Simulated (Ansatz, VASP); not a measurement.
# BaTe in VASP and in Ansatz

```
Ba Te
1.0
     0.00000    3.47688    3.47688
     3.47688    0.00000    3.47688
     3.47688    3.47688    0.00000
Ba Te
1 1
Direct
  0.00000 0.00000 0.00000
  0.50000 0.50000 0.50000
```

Change from the starting cell: volume scaled by 1.06.

Alike in both runs: task single point; functional PBEsol; k mesh 7 × 7 × 7; occupations fermi-dirac, width 0.05 eV; no spin polarisation.

|  | VASP | Ansatz |
| --- | --- | --- |
| version | VASP 6.6.1 | Ansatz 0.2.0 |
| potentials or method | VASP PAW PBE potentials, release 64 (Ba_sv, Te), cutoff 520 eV | all-electron LAPW, scalar-relativistic |

```csv
,VASP,Ansatz,Ansatz less VASP
gap on the k mesh at the Fermi level (eV),1.43,1.52,+0.087
least direct gap on the mesh (eV),1.82,1.88,+0.055
pressure (GPa),0.2,-0.2,-0.37
```

VASP's potentials were made for PBE, not for PBEsol. Ansatz ran all-electron here, and VASP with PAW potentials.

Spin-orbit coupling is off throughout.
